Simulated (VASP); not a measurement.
# CO2 (P6/mmm) in VASP: notebook

Runs on CO2. Level: PBE. Tasks: single point, relaxation of cell and atoms.

Everything below comes from runs of VASP 6.6.1. Logs are shortened: lines on timing, memory, paths and dates and some standing lists are left out, and cuts for length are marked.

## 1. The cell of the first run

It takes space group P6/mmm (No. 191, hexagonal). The conventional cell has a = 3.269 Å, b = 3.269 Å, c = 2.483 Å, α = 90.00°, β = 90.00°, γ = 120.00°. C (site symmetry 6/mmm) has 12 O at 2.26 Å and 2 C at 2.48 Å within 3.0 Å. O (site symmetry -6m2) has 5 O at 1.89 to 2.48 Å and 6 C at 2.26 Å within 2.5 Å.

## 2. Single point, PBE

INCAR

```
SYSTEM = CO2
PREC = Accurate ; ENCUT = 520
EDIFF = 1E-6 ; ISMEAR = 1
SIGMA = 0.01 ; LREAL = .False.
LASPH = .True. ; NELM = 100
ALGO = Normal ; ISIF = 2
LWAVE = .False. ; LCHARG = .False.
GGA = PE ; NBANDS = 15
```

KPOINTS

```
regular mesh
0
Gamma
  9 9 7
  0 0 0
```

POSCAR

```
CO2
1.0
    3.2691531761      0.0000000000      0.0000000000
   -1.6345765881      2.8311696994      0.0000000000
    0.0000000000      0.0000000000      2.4834480883
C O
1 2
Direct
    0.0000000000      0.0000000000      0.0000000000
    0.3333333333      0.6666666667      0.5000000000
    0.6666666667      0.3333333333      0.5000000000
```

Potentials or basis: VASP PAW PBE potentials, release 64 (C, O).

Command:

```sh
cat potpaw_PBE.64/C/POTCAR potpaw_PBE.64/O/POTCAR > POTCAR
mpirun -np 1 vasp_std > vasp.out
```

OUTCAR:

```text
SYSTEM = CO2
   PREC = Accurate
   ENCUT = 520
   EDIFF = 1E-6
   ISMEAR = 1
   LREAL = .False.
   LASPH = .True.
   NELM = 100
   ISIF = 2
   GGA = PE

 ion  position               nearest neighbor table
   1  0.000  0.000  0.000-
   2  0.333  0.667  0.500-   3 1.89   3 1.89   3 1.89
   3  0.667  0.333  0.500-   2 1.89   2 1.89   2 1.89

  LATTYP: Found a hexagonal cell.
 ALAT       =     3.2691531761
 C/A-ratio  =     0.7596609747

  Lattice vectors:

 A1 = (   3.2691531761,   0.0000000000,   0.0000000000)
 A2 = (  -1.6345765881,   2.8311696994,   0.0000000000)
 A3 = (   0.0000000000,   0.0000000000,   2.4834480883)

Analysis of symmetry for initial positions (statically):
=====================================================================
 Subroutine PRICEL returns:
 Original cell was already a primitive cell.

 Routine SETGRP: Setting up the symmetry group for a
 hexagonal supercell.

 Subroutine GETGRP returns: Found 24 space group operations
 (whereof 24 operations were pure point group operations)
 out of a pool of 24 trial point group operations.

The static configuration has the point symmetry D_6h.

Analysis of symmetry for dynamics (positions and initial velocities):
=====================================================================
 Subroutine PRICEL returns:
 Original cell was already a primitive cell.

 Routine SETGRP: Setting up the symmetry group for a
 hexagonal supercell.

 Subroutine GETGRP returns: Found 24 space group operations
 (whereof 24 operations were pure point group operations)
 out of a pool of 24 trial point group operations.

The dynamic configuration has the point symmetry D_6h.

 Subroutine INISYM returns: Found 24 space group operations
 (whereof 24 operations are pure point group operations),
 and found     1 'primitive' translations

----------------------------------------------------------------------------------------

                                     Primitive cell

  volume of cell :      22.9856

  direct lattice vectors                    reciprocal lattice vectors
     3.269153176  0.000000000  0.000000000     0.305889613  0.176605450  0.000000000
    -1.634576588  2.831169699  0.000000000     0.000000000  0.353210901  0.000000000
     0.000000000  0.000000000  2.483448088     0.000000000  0.000000000  0.402665957

  length of vectors
     3.269153176  3.269153176  2.483448088     0.353210901  0.353210901  0.402665957

  position of ions in fractional coordinates (direct lattice)
     0.000000000  0.000000000  0.000000000
     0.333333333  0.666666667  0.500000000
     0.666666667  0.333333333  0.500000000

  ion indices of the primitive-cell ions
   primitive index   ion index
                 1           1
                 2           2
                 3           3

----------------------------------------------------------------------------------------

 KPOINTS: regular mesh

Automatic generation of k-mesh.
 Grid dimensions read from file:
 generate k-points for:    9    9    7

 Generating k-lattice:

  Cartesian coordinates                     Fractional coordinates (reciprocal lattice)
     0.033987735  0.019622828  0.000000000     0.111111111 -0.000000000  0.000000000
     0.000000000  0.039245656  0.000000000     0.000000000  0.111111111  0.000000000
     0.000000000  0.000000000  0.057523708     0.000000000  0.000000000  0.142857143

  Length of vectors
     0.039245656  0.039245656  0.057523708

  Shift w.r.t. Gamma in fractional coordinates (k-lattice)
     0.000000000  0.000000000  0.000000000

 Subroutine IBZKPT returns following result:
 ===========================================

 Found     48 irreducible k-points:

 Following reciprocal coordinates:
            Coordinates               Weight
  0.000000  0.000000  0.000000      1.000000
  0.111111  0.000000  0.000000      6.000000
  0.222222 -0.000000  0.000000      6.000000
  0.333333  0.000000  0.000000      6.000000
  0.444444 -0.000000  0.000000      6.000000
  0.111111  0.111111  0.000000      6.000000
[... 16 lines left out ...]
  0.333333  0.222222  0.142857     24.000000
  0.333333  0.333333  0.142857      4.000000
 [... further k-points ...]
   k-points           NKPTS =     48   k-points in BZ     NKDIM =     48   number of bands    NBANDS=     15
   number of dos      NEDOS =    301   number of ions     NIONS =      3
   total plane-waves  NPLWV =  10368
   dimension x,y,z NGX =    24 NGY =   24 NGZ =   18
   dimension x,y,z NGXF=    48 NGYF=   48 NGZF=   36
   ions per type =               1   2
   NGX,Y,Z   is equivalent  to a cutoff of  12.20, 12.20, 12.05 a.u.
   NGXF,Y,Z  is equivalent  to a cutoff of  24.41, 24.41, 24.10 a.u.
 SYSTEM =  CO2
   PREC   = accura    normal or accurate (medium, high low for compatibility)
   ISTART =      0    job   : 0-new  1-cont  2-samecut
   ICHARG =      2    charge: 1-file 2-atom 10-const
   ISPIN  =      1    spin polarized calculation?
[... 35 lines left out ...]
   LRPA    =     F    only Hartree local field effects (RPA)
 non-spin polarized calculation
 Methfessel and Paxton  Order N= 1 SIGMA  =   0.01
  energy-cutoff  :      520.00
  volume of cell :       22.99
 maximum number of plane-waves:       636
   NGX = 13   NGY = 13   NGZ =  9

 number of electron      16.0000012 magnetization

 Free energy of the ion-electron system (eV)
  ---------------------------------------------------
  ext. energy  EPLUGINS =         0.00000000
  ---------------------------------------------------
  free energy    TOTEN  =       -10.04690548 eV

  energy without entropy =      -10.04683214  energy(sigma->0) =      -10.04688103

 E-fermi :   4.5959     XC(G=0): -12.3026

 val. band max:        4.5650282336   @ k =   0.3333   0.1111   0.1429
 cond. band min:       4.5976327907   @ k =   0.4444  -0.0000   0.4286
 fundamental gap:      0.0326045571
 Fermi energy:         4.5959133750

 k-point     1 :       0.0000    0.0000    0.0000
  band No.  band energies     occupation
      1     -17.5322      2.00000
      2     -10.1999      2.00000
      3      -3.3148      2.00000
      4      -1.1370      2.00000
      5      -1.1370      2.00000
      6       1.4728      2.00000
      7       1.4728      2.00000
      8       1.5716      2.00000
      9       5.2905      0.00000
     10       8.7866      0.00000
     11       8.7866      0.00000
     12       8.9186      0.00000
     13      17.8409      0.00000
     14      26.6418      0.00000
     15      26.6418      0.00000

 k-point     2 :       0.1111    0.0000    0.0000
  band No.  band energies     occupation
      1     -17.3828      2.00000
      2     -10.5102      2.00000
      3      -3.7316      2.00000
      4      -1.5727      2.00000
      5      -1.0800      2.00000
      6       1.6882      2.00000
      7       2.0885      2.00000
      8       2.3588      2.00000
      9       5.2000      0.00000
     10       8.4410      0.00000
     11       8.6908      0.00000
     12       8.8106      0.00000
     13      18.1843      0.00000
     14      25.7700      0.00000
     15      26.8087      0.00000

 k-point     3 :       0.2222   -0.0000    0.0000
  band No.  band energies     occupation
      1     -16.9459      2.00000
      2     -11.3228      2.00000
      3      -4.6981      2.00000
      4      -2.2946      2.00000
      5      -0.2956      2.00000
      6       2.0224      2.00000
      7       3.3204      2.00000
      8       3.9417      2.00000
      9       4.9429      0.00000
     10       7.4960      0.00000
     11       8.3998      0.00000
     12       8.5227      0.00000
     13      19.1103      0.00000
     14      24.3973      0.00000
     15      27.3336      0.00000
[... 343 lines left out ...]
 k-point    23 :       0.3333    0.2222    0.1429
  band No.  band energies     occupation
      1     -14.9364      2.00000
      2     -13.5105      2.00000
      3      -6.9840      2.00000
      4      -0.4942      2.00000
      5       1.0826      2.00000
      6       2.2083      2.00000
      7       3.0399      2.00000
      8       3.3698      2.00000
      9       6.5466      0.00000
     10       6.9302      0.00000
     11       7.2070      0.00000
     12       7.4370      0.00000
     13      22.7782      0.00000
     14      24.1107      0.00000
     15      25.5797      0.00000

 k-point    24 :       0.3333    0.3333    0.1429
  band No.  band energies     occupation
      1     -14.2207      2.00000
      2     -14.2207      2.00000
      3      -7.3390      2.00000
      4       1.0508      2.00000
      5       1.2605      2.00000
      6       1.2605      2.00000
      7       2.8513      2.00000
      8       2.8513      2.00000
      9       6.7716      0.00000
     10       6.8336      0.00000
     11       7.4084      0.00000
     12       7.4084      0.00000
     13      24.0132      0.00000
     14      24.0132      0.00000
     15      24.2472      0.00000

 [... further k-points ...]

------------------------ aborting loop because EDIFF is reached ----------------------------------------

  FORCE on cell =-STRESS in cart. coord.  units (eV):
  Direction    XX          YY          ZZ          XY          YZ          ZX
  --------------------------------------------------------------------------------------
  -------------------------------------------------------------------------------------
  Total        2.8498678      2.8498678      2.8416914     -0.0000000     -0.0000000      0.0000000
  in kB      198.6456409    198.6456409    198.0757198     -0.0000000     -0.0000000      0.0000000
  external PRESSURE =     198.4556672 kB  Pullay stress =       0.0000000 kB

 VOLUME and BASIS-vectors are now :
 -----------------------------------------------------------------------------
  energy-cutoff  :      520.00
  volume of cell :       22.99
      direct lattice vectors                 reciprocal lattice vectors
     3.269153176  0.000000000  0.000000000     0.305889613  0.176605450  0.000000000
    -1.634576588  2.831169699  0.000000000     0.000000000  0.353210901  0.000000000
     0.000000000  0.000000000  2.483448088     0.000000000  0.000000000  0.402665957

 POSITION                                       TOTAL-FORCE (eV/Angst)
 -----------------------------------------------------------------------------------
      0.00000      0.00000      0.00000        -0.000000      0.000000      0.000000
     -0.00000      1.88745      1.24172        -0.000000     -0.000000     -0.000000
      1.63458      0.94372      1.24172         0.000000      0.000000      0.000000
 -----------------------------------------------------------------------------------
    total drift:                                0.000000     -0.000000      0.000000

  FREE ENERGIE OF THE ION-ELECTRON SYSTEM (eV)
  ---------------------------------------------------
  free  energy   TOTEN  =       -10.0469054773 eV

  energy  without entropy=      -10.0468321399  energy(sigma->0) =      -10.04688103
```

Wall time 18 s (1 thread of Intel Xeon 8259CL, shared host); peak memory 0.13 GiB.

Results:

| Item | Value |
| --- | --- |
| Free energy | -10.0469 eV |
| Pressure | 19.8 GPa |
| Band gap on the k mesh | zero (bands 8 and 9 overlap by 0.96 eV) |

Caveat: the k points lie up to 0.36 Å⁻¹ apart, too coarse for converged energies and pressures of a metal.

## 3. Single point, PBE

This run uses another cell than the first one, of 8.07 Å³/atom.

INCAR

```
PREC = Accurate
ENCUT = 520
EDIFF = 1E-7
ISMEAR = 1
SIGMA = 0.01
LREAL = F
LASPH = T
NELM = 60
ALGO = Normal
ISIF = 2
LWAVE = F
LCHARG = F
GGA = PE
NBANDS = 15
```

KPOINTS

```
Automatic mesh
0
Gamma
  9 9 7
```

POSCAR

```
CO2
1.0
    3.3123748138      0.0000000000      0.0000000000
   -1.6561874069      2.8686007356      0.0000000000
    0.0000000000      0.0000000000      2.5475976257
C O
1 2
Direct
    0.0000000000      0.0000000000      0.0000000000
    0.3333333333      0.6666666667      0.5000000000
    0.6666666667      0.3333333333      0.5000000000
```

Potentials or basis: VASP PAW PBE potentials, release 64 (C, O).

Command:

```sh
cat potpaw_PBE.64/C/POTCAR potpaw_PBE.64/O/POTCAR > POTCAR
mpirun -np 1 vasp_std > vasp.out
```

Wall time 34 s (1 thread of Intel Xeon 8259CL, shared host); peak memory 0.14 GiB.

The run converged. Its results:

```yaml
Free_energy: -10.1610 eV
Pressure: 9.8 GPa
Band_gap_on_the_k_mesh: zero (bands 8 and 9 overlap by 0.92 eV)
```

Stress tensor (GPa, compression positive):
```
9.80 0.00 0.00
0.00 9.80 0.00
0.00 0.00 9.69
```

Levels at points of the mesh, in eV from the Fermi level:
| k point | band 5 | band 6 | band 7 | band 8 | band 9 | band 10 | band 11 | band 12 |
| --- | --- | --- | --- | --- | --- | --- | --- | --- |
| (0.00, 0.00, 0.00) | -5.39 | -2.97 | -2.83 | -2.83 | 0.62 | 3.94 | 3.94 | 4.00 |

Caveat: the cell stands under pressure.

## 4. Single point, PBE

This run uses another cell than the first one, of 8.32 Å³/atom.

INCAR

```
SYSTEM = CO2
  ALGO = Normal
  EDIFF = 1E-6
  ENCUT = 520
  GGA = PE
  ISIF = 2
  ISMEAR = 1
  LASPH = .True.
  LCHARG = .False.
  LREAL = .False.
  LWAVE = .False.
  NBANDS = 15
  NELM = 100
  PREC = Accurate
  SIGMA = 0.01
```

KPOINTS

```
k-points
0
Gamma
  9 9 7
  0 0 0
```

POSCAR

```
CO2
1.0
    3.3376045665      0.0000000000      0.0000000000
   -1.6688022833      2.8904503424      0.0000000000
    0.0000000000      0.0000000000      2.5865531671
C O
1 2
Direct
    0.0000000000      0.0000000000      0.0000000000
    0.3333333333      0.6666666667      0.5000000000
    0.6666666667      0.3333333333      0.5000000000
```

Command:

```sh
cat potpaw_PBE.64/C/POTCAR potpaw_PBE.64/O/POTCAR > POTCAR
mpirun -np 1 vasp_std > vasp.out
```

It took 27 s on 1 thread of Intel Xeon 8259CL, shared host; peak memory 0.14 GiB.

It converged, with:

```yaml
Free_energy: -10.1960 eV
Pressure: 4.5 GPa
Band_gap_on_the_k_mesh: zero (bands 8 and 9 overlap by 0.91 eV)
```

Stress tensor (GPa, compression positive):
```
4.62 0.00 0.00
0.00 4.62 0.00
0.00 0.00 4.39
```

Levels at points of the mesh, in eV from the Fermi level:
| k point | band 5 | band 6 | band 7 | band 8 | band 9 | band 10 | band 11 | band 12 |
| --- | --- | --- | --- | --- | --- | --- | --- | --- |
| (0.00, 0.00, 0.00) | -5.19 | -2.95 | -2.66 | -2.66 | 0.57 | 3.80 | 3.80 | 3.82 |

Caveat: the cell stands under pressure.

## 5. Single point, PBE

This run uses another cell than the first one, of 8.65 Å³/atom.

INCAR

```
SYSTEM = CO2
PREC     = Accurate       ! precision mode
ENCUT    = 520            ! plane-wave cutoff, eV
EDIFF    = 1E-7           ! SCF threshold, eV
ISMEAR   = 1              ! smearing method
SIGMA    = 0.01           ! smearing width, eV
LREAL    = .FALSE.        ! projectors in reciprocal space
LASPH    = .TRUE.         ! aspherical terms in the spheres
NELM     = 60             ! most SCF steps
ALGO     = Normal         ! electronic algorithm
ISIF     = 2              ! what is computed and relaxed
LWAVE    = .FALSE.        ! write WAVECAR
LCHARG   = .TRUE.         ! write CHGCAR
GGA      = PE             ! functional
LELF     = .TRUE.         ! ELF
LVHAR    = .TRUE.       
NBANDS   = 15             ! bands
```

KPOINTS

```
regular mesh
0
G
  9 9 7
  0 0 0
```

POSCAR

```
CO2
1.0
    3.3578289290      0.0000000000      0.0000000000
   -1.6789144645      2.9079651540      0.0000000000
    0.0000000000      0.0000000000      2.6580463083
C O
1 2
Direct
    0.0000000000      0.0000000000      0.0000000000
    0.3333333333      0.6666666667      0.5000000000
    0.6666666667      0.3333333333      0.5000000000
```

Command:

```sh
cat potpaw_PBE.64/C/POTCAR potpaw_PBE.64/O/POTCAR > POTCAR
mpirun -np 1 vasp_std > vasp.out
```

It took 38 s on 1 thread of Intel Xeon 8259CL, shared host; peak memory 0.14 GiB.

It converged, with:

* Free energy: -10.2102 eV
* Pressure: -0.2 GPa
* Band gap on the k mesh: zero (bands 8 and 9 overlap by 0.90 eV)

Stress tensor (GPa, compression positive):
```
-0.16  0.00  0.00
 0.00 -0.16  0.00
 0.00  0.00 -0.33
```

Levels at points of the mesh, in eV from the Fermi level:
```csv
k point,band 6,band 7,band 8,band 9,band 10,band 11
"(0.00, 0.00, 0.00)",-3.01,-2.40,-2.40,0.53,3.56,3.63
```

## 6. Relaxation of cell and atoms, PBE

This run uses another cell than the first one, of 7.43 Å³/atom.

INCAR

```
  PREC = Accurate
  ENCUT = 600
  EDIFF = 1E-6
  ISMEAR = 1
  SIGMA = 0.01
  LREAL = False
  LASPH = True
  NELM = 60
  ALGO = Normal
  ISIF = 3
  LWAVE = False
  LCHARG = False
  GGA = PE
  IBRION = 2
  NSW = 60
  EDIFFG = -0.02
```

KPOINTS

```
Automatic mesh
0
Gamma
  9 9 7
```

POSCAR

```
CO2
1.0
    2.8600000000      0.0000000000      0.0000000000
   -1.4300000000      2.4768326548      0.0000000000
    0.0000000000      0.0000000000      3.1460000000
C O
1 2
Direct
    0.0000000000      0.0000000000      0.0000000000
    0.3333333333      0.6666666667      0.5000000000
    0.6666666667      0.3333333333      0.5000000000
```

Potentials or basis: VASP PAW PBE potentials, release 64 (C, O).

Command:

```sh
cat potpaw_PBE.64/C/POTCAR potpaw_PBE.64/O/POTCAR > POTCAR
mpirun -np 1 vasp_std > vasp.out
```

Run time: 3.2 min. Hardware: 1 thread of Intel Xeon 8259CL, shared host; peak memory 0.15 GiB.

It converged, with:

```yaml
Free_energy: -10.1941 eV
Relaxed_volume: 8.56 Å³/atom
Relaxed_cell: a = 3.346 Å, b = 3.346 Å, c = 2.648 Å, α = 90.00°, β = 90.00°, γ = 120.00°
Space_group_after_relaxing_to_0.1_Å: P6/mmm (No. 191)
Energy_gained_by_relaxing: 671.7 meV/atom
Ionic_steps: 14
Pressure_after_relaxing: 0.3 GPa
Band_gap_on_the_k_mesh: zero (bands 8 and 9 overlap by 0.91 eV)
```

The path:
| step | energy change (eV) | largest force (eV/Å) | pressure (GPa) | volume (Å³) |
| --- | --- | --- | --- | --- |
| 1 | 0.0000 | 0.0000 | 62.23 | 22.29 |
| 2 | -1.4129 | 0.0000 | -15.72 | 32.72 |
| 3 | -1.5296 | 0.0000 | -4.82 | 29.72 |
| 4 | -1.5308 | 0.0000 | -6.10 | 30.03 |
| 5 | -1.7675 | 0.0000 | -7.74 | 29.11 |
| 6 | -1.9654 | 0.0000 | -8.52 | 27.59 |
| 7 | -1.9717 | 0.0000 | -8.18 | 27.34 |
| 8 | -2.0025 | 0.0000 | 5.02 | 24.87 |
| 9 | -2.0145 | 0.0000 | -0.24 | 25.69 |
| 10 | -2.0145 | 0.0000 | -0.06 | 25.66 |
| 11 | -2.0145 | 0.0000 | 0.11 | 25.63 |
| 12 | -2.0148 | 0.0000 | 0.10 | 25.65 |
| 13 | -2.0152 | 0.0000 | 0.39 | 25.70 |
| 14 | -2.0152 | 0.0000 | 0.29 | 25.68 |

Final structure:
```
C O
1.0
     3.34614    0.00000    0.00000
    -1.67307    2.89784    0.00000
     0.00000    0.00000    2.64842
C O
1 2
Direct
  0.00000 0.00000 0.00000
  0.33333 0.66667 0.50000
  0.66667 0.33333 0.50000
```

Levels at points of the mesh, in eV from the Fermi level:
```tsv
k point	band 4	band 5	band 6	band 7	band 8	band 9	band 10	band 11	band 12
(0.00, 0.00, 0.00)	-5.04	-5.04	-3.07	-2.45	-2.45	0.52	3.60	3.67	3.67
```

Caveat: the volume moved by over 15 % at a fixed basis, so the end points are rough.

## 7. Summary

| task | cell | cutoff (eV) | gap on the mesh (eV) | pressure (GPa) |
| --- | --- | --- | --- | --- |
| single point | a = 3.269, b = 3.269, c = 2.483 Å, angles 90.0, 90.0, 120.0°, 3 atoms | 520 | none | 19.8 |
| single point | a = 3.312, b = 3.312, c = 2.548 Å, angles 90.0, 90.0, 120.0°, 3 atoms | 520 | none | 9.8 |
| single point | a = 3.338, b = 3.338, c = 2.587 Å, angles 90.0, 90.0, 120.0°, 3 atoms | 520 | none | 4.5 |
| single point | a = 3.358, b = 3.358, c = 2.658 Å, angles 90.0, 90.0, 120.0°, 3 atoms | 520 | none | -0.2 |
| relaxation of cell and atoms | relaxed from a = 2.860, b = 2.860, c = 3.146 Å, angles 90.0, 90.0, 120.0°, 3 atoms | 600 | none | 0.3 |

Alike in all rows: level PBE; potentials or basis VASP PAW PBE potentials, release 64 (C, O); no spin polarisation; k mesh 9 × 9 × 7; smearing methfessel-paxton 0.01 eV.

Caveats: some runs use coarse meshes; the cell stands under pressure (at least some runs); the volume moved by over 15 % at a fixed basis, so the end points are rough (at least some runs).

Absolute energies hang on the potentials; compare differences alone.
